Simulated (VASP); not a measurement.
# Pt (Fm-3m) in VASP: notebook

Pt is run at these levels: PBE; tasks: relaxation of cell and atoms, single point.

All numbers are computed with VASP 6.6.1; they aren't measurements. Logs are shortened: lines on timing, memory, paths and dates and some standing lists are left out, and cuts for length are marked.

**1. The cell of the first run**

The structure is cubic, space group Fm-3m (No. 225). The conventional cell has a = 3.920 Å, b = 3.920 Å, c = 3.920 Å, α = 90.00°, β = 90.00°, γ = 90.00°. Within 3.7 Å of Pt (site symmetry m-3m) lie 12 Pt at 2.77 Å.

**2. Relaxation of cell and atoms, PBE**

Contents of INCAR:

```
ALGO = Normal
EDIFF = 1E-7
EDIFFG = -0.05
ENCUT = 500
GGA = PE
GGA_COMPAT = F
IBRION = 2
ISIF = 3
ISMEAR = 0
LASPH = T
LCHARG = F
LREAL = F
LWAVE = F
NELM = 120
NELMIN = 4
NSW = 100
PREC = Accurate
SIGMA = 0.1
```

Contents of KPOINTS:

```
k-points
0
Gamma
  8 8 8
```

Contents of POSCAR:

```
Pt
1.0
    0.0000000000      1.9600000000      1.9600000000
    1.9600000000      0.0000000000      1.9600000000
    1.9600000000      1.9600000000      0.0000000000
Pt
1
Direct
    0.0000000000      0.0000000000      0.0000000000
```

Potentials or basis: VASP PAW PBE potentials, release 64 (Pt).

Started as:

```
cat potpaw_PBE.64/Pt/POTCAR > POTCAR
mpirun -np 1 vasp_std > vasp.out
```

OUTCAR:

```text
EDIFF = 1E-7
   EDIFFG = -0.05
   ENCUT = 500
   GGA = PE
   IBRION = 2
   ISIF = 3
   ISMEAR = 0
   LASPH = T
   LREAL = F
   NELM = 120
   NELMIN = 4
   NSW = 100
   PREC = Accurate

 ion  position               nearest neighbor table
   1  0.000  0.000  0.000-

  LATTYP: Found a face centered cubic cell.
 ALAT       =     3.9200000000

  Lattice vectors:

 A1 = (   0.0000000000,   1.9600000000,   1.9600000000)
 A2 = (   1.9600000000,   0.0000000000,   1.9600000000)
 A3 = (   1.9600000000,   1.9600000000,   0.0000000000)

Analysis of symmetry for initial positions (statically):
=====================================================================
 Subroutine PRICEL returns:
 Original cell was already a primitive cell.

 Routine SETGRP: Setting up the symmetry group for a
 face centered cubic supercell.

 Subroutine GETGRP returns: Found 48 space group operations
 (whereof 48 operations were pure point group operations)
 out of a pool of 48 trial point group operations.

The static configuration has the point symmetry O_h .

Analysis of symmetry for dynamics (positions and initial velocities):
=====================================================================
 Subroutine PRICEL returns:
 Original cell was already a primitive cell.

 Routine SETGRP: Setting up the symmetry group for a
 face centered cubic supercell.

 Subroutine GETGRP returns: Found 48 space group operations
 (whereof 48 operations were pure point group operations)
 out of a pool of 48 trial point group operations.

The dynamic configuration has the point symmetry O_h .

 Subroutine INISYM returns: Found 48 space group operations
 (whereof 48 operations are pure point group operations),
 and found     1 'primitive' translations

----------------------------------------------------------------------------------------

                                     Primitive cell

  volume of cell :      15.0591

  direct lattice vectors                    reciprocal lattice vectors
     0.000000000  1.960000000  1.960000000    -0.255102041  0.255102041  0.255102041
     1.960000000  0.000000000  1.960000000     0.255102041 -0.255102041  0.255102041
     1.960000000  1.960000000  0.000000000     0.255102041  0.255102041 -0.255102041

  length of vectors
     2.771858582  2.771858582  2.771858582     0.441849696  0.441849696  0.441849696

  position of ions in fractional coordinates (direct lattice)
     0.000000000  0.000000000  0.000000000

  ion indices of the primitive-cell ions
   primitive index   ion index
                 1           1

----------------------------------------------------------------------------------------

 KPOINTS: k-points

Automatic generation of k-mesh.
 Grid dimensions read from file:
 generate k-points for:    8    8    8

 Generating k-lattice:

  Cartesian coordinates                     Fractional coordinates (reciprocal lattice)
    -0.031887755  0.031887755  0.031887755     0.125000000  0.000000000  0.000000000
     0.031887755 -0.031887755  0.031887755     0.000000000  0.125000000  0.000000000
     0.031887755  0.031887755 -0.031887755     0.000000000  0.000000000  0.125000000

  Length of vectors
     0.055231212  0.055231212  0.055231212

  Shift w.r.t. Gamma in fractional coordinates (k-lattice)
     0.000000000  0.000000000  0.000000000

 Subroutine IBZKPT returns following result:
 ===========================================

 Found     29 irreducible k-points:

 Following reciprocal coordinates:
            Coordinates               Weight
  0.000000  0.000000  0.000000      1.000000
  0.125000  0.000000  0.000000      8.000000
  0.250000  0.000000  0.000000      8.000000
  0.375000  0.000000  0.000000      8.000000
  0.500000  0.000000  0.000000      4.000000
  0.125000  0.125000  0.000000      6.000000
[... 16 lines left out ...]
  0.500000  0.250000  0.125000     48.000000
 -0.375000  0.250000  0.125000     24.000000
 [... further k-points ...]
   k-points           NKPTS =     29   k-points in BZ     NKDIM =     29   number of bands    NBANDS=      9
   number of dos      NEDOS =    301   number of ions     NIONS =      1
   total plane-waves  NPLWV =   8000
   dimension x,y,z NGX =    20 NGY =   20 NGZ =   20
   dimension x,y,z NGXF=    40 NGYF=   40 NGZF=   40
   ions per type =               1
   NGX,Y,Z   is equivalent  to a cutoff of  12.00, 12.00, 12.00 a.u.
   NGXF,Y,Z  is equivalent  to a cutoff of  23.99, 23.99, 23.99 a.u.
 SYSTEM =  unknown system
   PREC   = accura    normal or accurate (medium, high low for compatibility)
   ISTART =      0    job   : 0-new  1-cont  2-samecut
   ICHARG =      2    charge: 1-file 2-atom 10-const
   ISPIN  =      1    spin polarized calculation?
   LNONCOLLINEAR =      F non collinear calculations
   LSORBIT =      F    spin-orbit coupling
   LASPH  =      T    aspherical Exc in radial PAW
   ENCUT  =  500.0 eV  36.75 Ry    6.06 a.u.   5.05  5.05  5.05*2*pi/ulx,y,z
   NELM   =    120;   NELMIN=  4; NELMDL= -5     # of ELM steps
   EDIFF  = 0.1E-06   stopping-criterion for ELM
   LREAL  =      F    real-space projection
   EDIFFG = -.5E-01   stopping-criterion for IOM
   NSW    =    100    number of steps for IOM
   IBRION =      2    ionic relax: 0-MD 1-quasi-New 2-CG
   NFREE  =      1    steps in history (QN), initial steepest desc. (CG)
   ISIF   =      3    stress and relaxation
   ISYM   =      2    0-nonsym 1-usesym 2-fastsym
   POTIM  = 0.5000    time-step for ionic-motion
   TEBEG  =    0.0;   TEEND  =   0.0 temperature during run
   PSTRESS=    0.0 pullay stress
   NELECT =      10.0000    total number of electrons
   NUPDOWN=      -1.0000    fix difference up-down
   EMIN   =  10.00;   EMAX   =-10.00  energy-range for DOS
   EFERMI =   0.00;   METHOD = LEGACY
   ISMEAR =     0;   SIGMA  =   0.10  broadening in eV -4-tet -1-fermi 0-gaus
   EFERMI_NEDOS =   21; number of points for ismear=-14 and -15
   IALGO  =     38    algorithm
   IMIX   =      4    mixing-type and parameters
     AMIX     =   0.40;   BMIX     =  1.00
     AMIX_MAG =   1.60;   BMIX_MAG =  1.00
  volume/ion in A,a.u.               =      15.06       101.62
  Fermi-wavevector in a.u.,A,eV,Ry     =   1.428265  2.699029 27.755077  2.039941
  Thomas-Fermi vector in A             =   2.548345
   LORBIT       =      0    0 simple, 1 ext, 2 COOP (PROOUT), +10 PAW based schemes
   GGA     = PE    functional components
   LHFCALC =     F    Hartree Fock is set to
   AEXX    =    0.0000 exact exchange contribution
   IVDW    =     0    specifies the selected vdW correction
   LEPSILON=     F    determine dielectric tensor
   LRPA    =     F    only Hartree local field effects (RPA)
 conjugate gradient relaxation of ions
 non-spin polarized calculation
 Gauss-broadening in eV      SIGMA  =   0.10
  energy-cutoff  :      500.00
  volume of cell :       15.06
 maximum number of plane-waves:       392
   NGX = 11   NGY = 11   NGZ = 11

--------------------------------------- Ionic step        1  -------------------------------------------

 number of electron      10.0000001 magnetization

 Free energy of the ion-electron system (eV)
  ---------------------------------------------------
  ext. energy  EPLUGINS =         0.00000000
  ---------------------------------------------------
  free energy    TOTEN  =        -6.07184570 eV

  energy without entropy =       -6.06296227  energy(sigma->0) =       -6.06740398

------------------------ aborting loop because EDIFF is reached ----------------------------------------

  FORCE on cell =-STRESS in cart. coord.  units (eV):
  Direction    XX          YY          ZZ          XY          YZ          ZX
  --------------------------------------------------------------------------------------
  -------------------------------------------------------------------------------------
  Total        0.8729515      0.8729515      0.8729515      0.0000000      0.0000000      0.0000000
  in kB       92.8757819     92.8757819     92.8757819      0.0000000      0.0000000      0.0000000
  external PRESSURE =      92.8757819 kB  Pullay stress =       0.0000000 kB
[... 20 lines left out ...]
  energy  without entropy=       -6.0629622732  energy(sigma->0) =       -6.06740398

--------------------------------------- Ionic step        2  -------------------------------------------

 number of electron      10.0000001 magnetization

 E-fermi :   9.0061     XC(G=0): -12.7694

 val. band max:        8.8897531466   @ k =  -0.3750   0.3750   0.0000
 cond. band min:       9.0186765082   @ k =  -0.2500   0.1250   0.0000
 fundamental gap:      0.1289233616
 Fermi energy:         9.0061225053

 k-point     1 :       0.0000    0.0000    0.0000
  band No.  band energies     occupation
      1       0.1529      2.00000
      2       5.9428      2.00000
      3       5.9428      2.00000
      4       5.9428      2.00000
      5       7.6959      2.00000
      6       7.6959      2.00000
      7      23.9644      0.00000
      8      28.2436      0.00000
      9      28.2436      0.00000
[... 308 lines left out ...]
  energy  without entropy=       -5.9855707284  energy(sigma->0) =       -5.99173005

--------------------------------------- Ionic step        3  -------------------------------------------

 number of electron      10.0000002 magnetization

 Free energy of the ion-electron system (eV)
  ---------------------------------------------------
  ext. energy  EPLUGINS =         0.00000000
  ---------------------------------------------------
  free energy    TOTEN  =        -6.08614674 eV

  energy without entropy =       -6.07664460  energy(sigma->0) =       -6.08139567

 E-fermi :  10.5654     XC(G=0): -13.2997

 val. band max:       10.4342596083   @ k =  -0.3750   0.3750   0.0000
 cond. band min:      10.5732716934   @ k =  -0.2500   0.1250   0.0000
 fundamental gap:      0.1390120851
 Fermi energy:        10.5653656224

 k-point     1 :       0.0000    0.0000    0.0000
  band No.  band energies     occupation
      1       0.7900      2.00000
      2       7.0190      2.00000
      3       7.0190      2.00000
      4       7.0190      2.00000
      5       9.0528      2.00000
      6       9.0528      2.00000
      7      25.3706      0.00000
      8      30.1469      0.00000
      9      30.1469      0.00000
[... 304 lines left out ...]
  FREE ENERGIE OF THE ION-ELECTRON SYSTEM (eV)
  ---------------------------------------------------
  free  energy   TOTEN  =        -6.0861467415 eV

  energy  without entropy=       -6.0766445967  energy(sigma->0) =       -6.08139567

 reached required accuracy - stopping structural energy minimisation
```

It took 5.1 s on 1 thread of Intel Xeon 6975P-C (Granite Rapids), shared host; peak memory 0.13 GiB.

What came out:

```
Free energy                            : -6.0861 eV
Relaxed volume                         : 15.59 Å³/atom
Relaxed cell                           : a = 2.804 Å, b = 2.804 Å, c = 2.804 Å, α = 60.00°, β = 60.00°, γ = 60.00°
Space group after relaxing (to 0.05 Å) : Fm-3m (No. 225)
Energy gained by relaxing              : 14.3 meV/atom
Ionic steps                            : 3
Pressure after relaxing                : -0.3 GPa
Band gap on the k mesh                 : zero (band 5 reaches 11.06 eV, above the bottom of band 6 at 8.96 eV)
```

Step by step:
```tsv
step	energy change (eV)	largest force (eV/Å)	pressure (GPa)	volume (Å³)
1	0.0000	0.0000	9.29	15.06
2	0.0740	0.0000	-17.19	17.04
3	-0.0143	0.0000	-0.25	15.59
```

Final structure:
```yaml
crystal:
  lattice:
    - [0.00000, 1.98273, 1.98273]
    - [1.98273, 0.00000, 1.98273]
    - [1.98273, 1.98273, 0.00000]
  atoms:
    - { symbol: Pt, position: [0.00000, 0.00000, 0.00000] }
```

Caveat: spin-orbit coupling is left out, which moves the levels of the heavy elements.

**3. Single point, PBE**

This run uses another cell than the first one, of 15.64 Å³/atom, 1.039 times its volume.

Contents of INCAR:

```
SYSTEM = Pt
  ALGO = Normal
  EDIFF = 1E-6
  ENCUT = 500
  GGA = PE
  GGA_COMPAT = .FALSE.
  ISIF = 2
  ISMEAR = 0
  LASPH = .TRUE.
  LCHARG = .FALSE.
  LREAL = .FALSE.
  LWAVE = .FALSE.
  NBANDS = 11
  NELM = 120
  PREC = Accurate
  SIGMA = 0.1
```

Contents of KPOINTS:

```
k-points
0
G
  18 18 18
  0 0 0
```

Contents of POSCAR:

```
Pt
1.0
    0.0000000000      1.9849662368      1.9849662368
    1.9849662368      0.0000000000      1.9849662368
    1.9849662368      1.9849662368      0.0000000000
Pt
1
Direct
    0.0000000000      0.0000000000      0.0000000000
```

Potentials or basis: VASP PAW PBE potentials, release 64 (Pt).

Started as:

```
cat potpaw_PBE.64/Pt/POTCAR > POTCAR
mpirun -np 1 vasp_std > vasp.out
```

Wall time 8.9 s (1 thread of Intel Xeon 6975P-C (Granite Rapids), shared host); peak memory 0.15 GiB.

The run converged. Its results:

```
Free energy            : -6.1000 eV
Pressure               : -0.4 GPa
Band gap on the k mesh : zero (band 5 reaches 11.03 eV, above the bottom of band 6 at 8.94 eV)
```

Levels at points of the mesh, in eV from the Fermi level:
| k point | band 3 | band 4 | band 5 | band 6 | band 7 | band 8 |
| --- | --- | --- | --- | --- | --- | --- |
| (0.00, 0.00, 0.00) | -3.57 | -3.57 | -1.54 | -1.54 | 14.74 | 19.50 |
| (0.50, 0.00, 0.00) | -3.63 | -0.32 | 0.03 | 0.03 | 5.57 | 14.29 |
| (0.50, 0.50, 0.00) | 0.00 | 0.45 | 0.45 | 1.85 | 8.49 | 11.28 |

Caveat: spin-orbit coupling is left out, which moves the levels of the heavy elements.
